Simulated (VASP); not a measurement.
# TaN (P-6m2) in VASP: a series of runs

Runs on TaN. Level: PBEsol+U. Tasks: single point.

All numbers are computed with VASP 6.6.1; they aren't measurements. Logs are shortened: lines on timing, memory, paths and dates and some standing lists are left out, and cuts for length are marked.

**1. The cell of the first run**

Symmetry: P-6m2, No. 187, hexagonal system. Conventional cell: a = 2.938 Å, b = 2.938 Å, c = 2.883 Å, α = 90.00°, β = 90.00°, γ = 120.00°. Ta (site symmetry -6m2) has 6 N at 2.23 Å and 8 Ta at 2.88 to 2.94 Å within 3.0 Å. Within 3.0 Å of N (site symmetry -6m2) lie 6 Ta at 2.23 Å and 8 N at 2.88 to 2.94 Å.

**2. Single point, PBEsol+U**

POSCAR

```
TaN
1.0
    2.9380000000      0.0000000000      0.0000000000
   -1.4690000000      2.5443826363      0.0000000000
    0.0000000000      0.0000000000      2.8830000000
Ta N
1 1
Direct
    0.0000000000      0.0000000000      0.5000000000
    0.6666666667      0.3333333333      0.0000000000
```

INCAR.step1

```
PREC = Accurate
ENCUT = 520
EDIFF = 1E-6
ISMEAR = -1
SIGMA = 0.05
LREAL = False
LASPH = True
NELM = 200
ALGO = Normal
ISIF = 2
LWAVE = False
LCHARG = True
LMAXMIX = 4
LDAU = True
LDAUTYPE = 2
LDAUL = 2 -1
LDAUU = 4 0
LDAUJ = 0 0
LDAUPRINT = 1
GGA = PS
NBANDS = 16
GGA_COMPAT = False
NEDOS = 2001
LORBIT = 11
```

KPOINTS.step1

```
regular mesh
0
Gamma
  10 10 9
```

INCAR.step2

```
PREC = Accurate
ENCUT = 520
EDIFF = 1E-6
ISMEAR = -5
SIGMA = 0.05
LREAL = False
LASPH = True
NELM = 200
ALGO = Normal
ISIF = 2
LWAVE = False
LCHARG = False
LMAXMIX = 4
LDAU = True
LDAUTYPE = 2
LDAUL = 2 -1
LDAUU = 4 0
LDAUJ = 0 0
LDAUPRINT = 1
GGA = PS
LORBIT = 11
NEDOS = 1001
ICHARG = 11
GGA_COMPAT = False
```

KPOINTS.step2

```
regular mesh
0
Gamma
  15 15 14
```

Potentials or basis: VASP PAW PBE potentials, release 64 (Ta_sv_GW, N).

Run with:

```console
cat potpaw_PBE.64/Ta_sv_GW/POTCAR potpaw_PBE.64/N/POTCAR > POTCAR
cp INCAR.step1 INCAR
cp KPOINTS.step1 KPOINTS
mpirun -np 1 vasp_std > vasp.out
cp INCAR.step2 INCAR
cp KPOINTS.step2 KPOINTS
mpirun -np 1 vasp_std > vasp.out
```

OUTCAR:

```text
PREC = Accurate
   ENCUT = 520
   EDIFF = 1E-6
   ISMEAR = -5
   LREAL = False
   LASPH = True
   NELM = 200
   ISIF = 2
   GGA = PS
   LORBIT = 11
   ICHARG = 11

 ion  position               nearest neighbor table
   1  0.000  0.000  0.500-   2 2.23   2 2.23   2 2.23   2 2.23   2 2.23   2 2.23
   2  0.667  0.333  0.000-   1 2.23   1 2.23   1 2.23   1 2.23   1 2.23   1 2.23

  LATTYP: Found a hexagonal cell.
 ALAT       =     2.9380000000
 C/A-ratio  =     0.9812797822

  Lattice vectors:

 A1 = (   2.9380000000,   0.0000000000,   0.0000000000)
 A2 = (  -1.4690000000,   2.5443826363,   0.0000000000)
 A3 = (   0.0000000000,   0.0000000000,   2.8830000000)

Analysis of symmetry for initial positions (statically):
=====================================================================
 Subroutine PRICEL returns:
 Original cell was already a primitive cell.

 Routine SETGRP: Setting up the symmetry group for a
 hexagonal supercell.

 Subroutine GETGRP returns: Found 12 space group operations
 (whereof 12 operations were pure point group operations)
 out of a pool of 24 trial point group operations.

The static configuration has the point symmetry D_3h.

Analysis of symmetry for dynamics (positions and initial velocities):
=====================================================================
 Subroutine PRICEL returns:
 Original cell was already a primitive cell.

 Routine SETGRP: Setting up the symmetry group for a
 hexagonal supercell.

 Subroutine GETGRP returns: Found 12 space group operations
 (whereof 12 operations were pure point group operations)
 out of a pool of 24 trial point group operations.

The dynamic configuration has the point symmetry D_3h.

 Subroutine INISYM returns: Found 12 space group operations
 (whereof 12 operations are pure point group operations),
 and found     1 'primitive' translations

----------------------------------------------------------------------------------------

                                     Primitive cell

  volume of cell :      21.5516

  direct lattice vectors                    reciprocal lattice vectors
     2.938000000  0.000000000  0.000000000     0.340367597  0.196511324  0.000000000
    -1.469000000  2.544382636  0.000000000     0.000000000  0.393022648  0.000000000
     0.000000000  0.000000000  2.883000000     0.000000000  0.000000000  0.346860909

  length of vectors
     2.938000000  2.938000000  2.883000000     0.393022648  0.393022648  0.346860909

  position of ions in fractional coordinates (direct lattice)
     0.000000000  0.000000000  0.500000000
     0.666666667  0.333333333  0.000000000

  ion indices of the primitive-cell ions
   primitive index   ion index
                 1           1
                 2           2

----------------------------------------------------------------------------------------

 KPOINTS: regular mesh

Automatic generation of k-mesh.
 Grid dimensions read from file:
 generate k-points for:   15   15   14

 Generating k-lattice:

  Cartesian coordinates                     Fractional coordinates (reciprocal lattice)
     0.022691173  0.013100755  0.000000000     0.066666667  0.000000000  0.000000000
     0.000000000  0.026201510  0.000000000     0.000000000  0.066666667  0.000000000
     0.000000000  0.000000000  0.024775779     0.000000000  0.000000000  0.071428571

  Length of vectors
     0.026201510  0.026201510  0.024775779

  Shift w.r.t. Gamma in fractional coordinates (k-lattice)
     0.000000000  0.000000000  0.000000000

 TETIRR: Found   3206 inequivalent tetrahedra from    18900

 Subroutine IBZKPT returns following result:
 ===========================================

 Found    216 irreducible k-points:

 Following reciprocal coordinates:
            Coordinates               Weight
  0.000000  0.000000  0.000000      1.000000
  0.066667  0.000000  0.000000      6.000000
  0.133333 -0.000000  0.000000      6.000000
  0.200000  0.000000  0.000000      6.000000
  0.266667 -0.000000  0.000000      6.000000
  0.333333  0.000000  0.000000      6.000000
[... 16 lines left out ...]
  0.333333  0.200000  0.000000     12.000000
  0.400000  0.200000  0.000000      6.000000
 [... further k-points ...]
   k-points           NKPTS =    216   k-points in BZ     NKDIM =    216   number of bands    NBANDS=     13
   number of dos      NEDOS =   1001   number of ions     NIONS =      2
   total plane-waves  NPLWV =  13824
   dimension x,y,z NGX =    24 NGY =   24 NGZ =   24
   dimension x,y,z NGXF=    48 NGYF=   48 NGZF=   48
   ions per type =               1   1
   NGX,Y,Z   is equivalent  to a cutoff of  13.58, 13.58, 13.84 a.u.
   NGXF,Y,Z  is equivalent  to a cutoff of  27.16, 27.16, 27.68 a.u.
 SYSTEM =  unknown system
   PREC   = accura    normal or accurate (medium, high low for compatibility)
   ISTART =      0    job   : 0-new  1-cont  2-samecut
   ICHARG =     11    charge: 1-file 2-atom 10-const
   ISPIN  =      1    spin polarized calculation?
   LNONCOLLINEAR =      F non collinear calculations
   LSORBIT =      F    spin-orbit coupling
   LASPH  =      T    aspherical Exc in radial PAW
   ENCUT  =  520.0 eV  38.22 Ry    6.18 a.u.   5.46  5.46  5.36*2*pi/ulx,y,z
   NELM   =    200;   NELMIN=  2; NELMDL=  0     # of ELM steps
   EDIFF  = 0.1E-05   stopping-criterion for ELM
   LREAL  =      F    real-space projection
[... 7 lines left out ...]
   TEBEG  =    0.0;   TEEND  =   0.0 temperature during run
   PSTRESS=    0.0 pullay stress
   NELECT =      18.0000    total number of electrons
   NUPDOWN=      -1.0000    fix difference up-down
   EMIN   =  10.00;   EMAX   =-10.00  energy-range for DOS
   EFERMI =   0.00;   METHOD = LEGACY
   ISMEAR =    -5;   SIGMA  =   0.05  broadening in eV -4-tet -1-fermi 0-gaus
   EFERMI_NEDOS =   21; number of points for ismear=-14 and -15
   IALGO  =     38    algorithm
   IMIX   =      4    mixing-type and parameters
     AMIX     =   0.40;   BMIX     =  1.00
     AMIX_MAG =   1.60;   BMIX_MAG =  1.00
  volume/ion in A,a.u.               =      10.78        72.72
  Fermi-wavevector in a.u.,A,eV,Ry     =   1.541722  2.913432 32.339776  2.376906
  Thomas-Fermi vector in A             =   2.647628
   LORBIT       =     11    0 simple, 1 ext, 2 COOP (PROOUT), +10 PAW based schemes
 LDA+U is selected, type is set to LDAUTYPE =  2
   angular momentum for each species LDAUL =     2   -1
   U (eV)           for each species LDAUU =   4.0  0.0
   J (eV)           for each species LDAUJ =   0.0  0.0
   GGA     = PS    functional components
   LHFCALC =     F    Hartree Fock is set to
   AEXX    =    0.0000 exact exchange contribution
   IVDW    =     0    specifies the selected vdW correction
   LEPSILON=     F    determine dielectric tensor
   LRPA    =     F    only Hartree local field effects (RPA)
 non-spin polarized calculation
 Fermi weights with tetrahedron method with Bloechl corrections
  energy-cutoff  :      520.00
  volume of cell :       21.55
 maximum number of plane-waves:       605
 NGX is ok and might be reduce to    24

atom =   1  type =  1  l = 2

 onsite density matrix

spin component  1

  0.2507 -0.0000  0.0000  0.0000 -0.0000
 -0.0000  0.1708  0.0000 -0.0000 -0.0000
  0.0000  0.0000  0.3002  0.0000 -0.0000
  0.0000 -0.0000  0.0000  0.1708  0.0000
 -0.0000 -0.0000 -0.0000  0.0000  0.2507

spin component  2

  0.2507 -0.0000  0.0000  0.0000 -0.0000
 -0.0000  0.1708  0.0000 -0.0000 -0.0000
  0.0000  0.0000  0.3002  0.0000 -0.0000
  0.0000 -0.0000  0.0000  0.1708  0.0000
 -0.0000 -0.0000 -0.0000  0.0000  0.2507

 occupancies and eigenvectors

  o =  0.1708  v =  0.0000  1.0000  0.0000  0.0000  0.0000  0.0000  0.0000  0.0000  0.0000  0.0000      0.0000  0.0000  0.0000  0.0000  0.0000  0.0000  0.0000  0.0000  0.0000  0.0000
  o =  0.1708  v =  0.0000  0.0000  0.0000  0.0000  0.0000  0.0000  1.0000  0.0000  0.0000  0.0000      0.0000  0.0000  0.0000  0.0000  0.0000  0.0000  0.0000  0.0000  0.0000  0.0000
  o =  0.1708  v =  0.0000  0.0000  0.0000 -1.0000  0.0000  0.0000  0.0000  0.0000  0.0000  0.0000      0.0000  0.0000  0.0000  0.0000  0.0000  0.0000  0.0000  0.0000  0.0000  0.0000
  o =  0.1708  v =  0.0000  0.0000  0.0000  0.0000  0.0000  0.0000  0.0000  0.0000 -1.0000  0.0000      0.0000  0.0000  0.0000  0.0000  0.0000  0.0000  0.0000  0.0000  0.0000  0.0000
  o =  0.2507  v =  0.0000  0.0000  0.0000  0.0000  0.0000  1.0000  0.0000  0.0000  0.0000  0.0000      0.0000  0.0000  0.0000  0.0000  0.0000  0.0000  0.0000  0.0000  0.0000  0.0000
  o =  0.2507  v =  1.0000  0.0000  0.0000  0.0000  0.0000  0.0000  0.0000  0.0000  0.0000  0.0000      0.0000  0.0000  0.0000  0.0000  0.0000  0.0000  0.0000  0.0000  0.0000  0.0000
  o =  0.2507  v =  0.0000  0.0000  0.0000  0.0000  0.0000  0.0000 -0.0000  0.0000  0.0000  1.0000      0.0000  0.0000  0.0000  0.0000  0.0000  0.0000  0.0000  0.0000  0.0000  0.0000
  o =  0.2507  v =  0.0000 -0.0000  0.0000  0.0000  1.0000  0.0000  0.0000  0.0000  0.0000  0.0000      0.0000  0.0000  0.0000  0.0000  0.0000  0.0000  0.0000  0.0000  0.0000  0.0000
  o =  0.3002  v =  0.0000  0.0000 -1.0000 -0.0000  0.0000  0.0000  0.0000  0.0000  0.0000  0.0000      0.0000  0.0000  0.0000  0.0000  0.0000  0.0000  0.0000  0.0000  0.0000  0.0000
  o =  0.3002  v =  0.0000  0.0000  0.0000  0.0000  0.0000  0.0000  0.0000 -1.0000 -0.0000  0.0000      0.0000  0.0000  0.0000  0.0000  0.0000  0.0000  0.0000  0.0000  0.0000  0.0000

 number of electron      17.9999999 magnetization

 Free energy of the ion-electron system (eV)
  ---------------------------------------------------
  ext. energy  EPLUGINS =         0.00000000
  ---------------------------------------------------
  free energy    TOTEN  =       -22.76847195 eV

  energy without entropy =      -22.76847195  energy(sigma->0) =      -22.76847195

 E-fermi :  12.9047     XC(G=0): -13.8746

 val. band max:       13.0821049549   @ k =   0.0000   0.0000   0.3571
 cond. band min:      12.8853589527   @ k =   0.0000   0.0000   0.4286
 fundamental gap:     -0.1967460022
 Fermi energy:        12.9047170538

 k-point     1 :       0.0000    0.0000    0.0000
  band No.  band energies     occupation
      1     -56.5033      2.00000
      2     -22.7636      2.00000
      3     -22.5118      2.00000
      4     -22.5117      2.00000
      5      -5.2301      2.00000
      6       8.1609      2.00000
      7       8.1609      2.00000
      8       8.4871      2.00000
      9       9.6155      2.00000
     10      14.5949      0.00000
     11      16.3855      0.00000
     12      16.3855      0.00000
     13      17.2982      0.00000

 k-point     2 :       0.0667    0.0000    0.0000
  band No.  band energies     occupation
      1     -56.5001      2.00000
      2     -22.7577      2.00000
      3     -22.5588      2.00000
      4     -22.5219      2.00000
      5      -5.1358      2.00000
      6       7.8550      2.00000
      7       8.2249      2.00000
      8       8.6214      2.00000
      9       9.5020      2.00000
     10      14.9562      0.00000
     11      16.1711      0.00000
     12      16.4034      0.00000
     13      17.2476      0.00000

 k-point     3 :       0.1333   -0.0000    0.0000
  band No.  band energies     occupation
      1     -56.4909      2.00000
      2     -22.7408      2.00000
      3     -22.6914      2.00000
      4     -22.5504      2.00000
      5      -4.8672      2.00000
      6       7.1634      2.00000
      7       8.4023      2.00000
      8       8.9403      2.00000
      9       9.2008      2.00000
     10      15.5718      0.00000
     11      15.9238      0.00000
     12      16.4756      0.00000
     13      17.1077      0.00000
[... 305 lines left out ...]
 k-point    23 :       0.3333    0.2000    0.0000
  band No.  band energies     occupation
      1     -56.4246      2.00000
      2     -23.3942      2.00000
      3     -22.9462      2.00000
      4     -22.6174      2.00000
      5      -2.7069      2.00000
      6       4.6561      2.00000
      7       7.5713      2.00000
      8       7.6814      2.00000
      9      11.4643      2.00000
     10      14.6637      0.00000
     11      14.7838      0.00000
     12      16.8813      0.00000
     13      19.9762      0.00000

 k-point    24 :       0.4000    0.2000    0.0000
  band No.  band energies     occupation
      1     -56.4219      2.00000
      2     -23.4134      2.00000
      3     -22.9693      2.00000
      4     -22.6124      2.00000
      5      -2.6065      2.00000
      6       4.6083      2.00000
      7       7.4489      2.00000
      8       7.6384      2.00000
      9      11.5344      2.00000
     10      14.6790      0.00000
     11      15.2819      0.00000
     12      16.2164      0.00000
     13      20.0598      0.00000

 [... further k-points ...]
[... 5 lines left out ...]
  --------------------------------------------------------------------------------------
  -------------------------------------------------------------------------------------
  Total        1.0581933      1.0581933      1.2321739     -0.0000000      0.0000000      0.0000000
  in kB       78.6677505     78.6677505     91.6017384     -0.0000000      0.0000000      0.0000000
  external PRESSURE =      82.9790798 kB  Pullay stress =       0.0000000 kB

 VOLUME and BASIS-vectors are now :
 -----------------------------------------------------------------------------
  energy-cutoff  :      520.00
  volume of cell :       21.55
      direct lattice vectors                 reciprocal lattice vectors
     2.938000000  0.000000000  0.000000000     0.340367597  0.196511324  0.000000000
    -1.469000000  2.544382636  0.000000000     0.000000000  0.393022648  0.000000000
     0.000000000  0.000000000  2.883000000     0.000000000  0.000000000  0.346860909

 POSITION                                       TOTAL-FORCE (eV/Angst)
 -----------------------------------------------------------------------------------
      0.00000      0.00000      1.44150         0.000000      0.000000      0.000000
      1.46900      0.84813      0.00000        -0.000000      0.000000      0.000000
 -----------------------------------------------------------------------------------
    total drift:                               -0.000234      0.000135      0.000000

  FREE ENERGIE OF THE ION-ELECTRON SYSTEM (eV)
  ---------------------------------------------------
  free  energy   TOTEN  =       -22.7684719467 eV

  energy  without entropy=      -22.7684719467  energy(sigma->0) =      -22.76847195

 total charge

# of ion       s       p       d       f       tot
--------------------------------------------------
    1        3.398   6.072   2.241   0.108  11.818
    2        1.221   2.522   0.000   0.000   3.742
--------------------------------------------------
tot          4.619   8.593   2.241   0.108  15.561
```

Wall time 61 s (1 thread of Intel Xeon Platinum 8259CL at 2.50GHz (Skylake/Cascade Lake), shared host); peak memory 0.2 GiB.

What came out:

```yaml
Valence_electrons_inside_the_program's_atomic_spheres: Ta 11.82; N 3.74
```

Levels at points of the mesh, in eV from the Fermi level:
```tsv
k point	band 7	band 8	band 9	band 10	band 11	band 12
(0.00, 0.00, 0.00)	-4.74	-4.42	-3.29	1.69	3.48	3.48
(0.00, 0.00, 0.50)	-3.88	-3.88	-0.07	-0.07	2.20	3.39
```

Eigenvalues of the final occupation matrices:
| site | spin | trace | eigenvalues |
| --- | --- | --- | --- |
| site 1 d | 1 | 1.14 | 0.17 0.17 0.25 0.25 0.30 |
| site 1 d | 2 | 1.14 | 0.17 0.17 0.25 0.25 0.30 |

Caveat: the PAW data sets were made with another functional, which shifts forces and pressure a little; spin-orbit coupling is left out, which moves the levels of the heavy elements; U without spin polarisation on a metal has little footing.

[end of part 1 of 2]
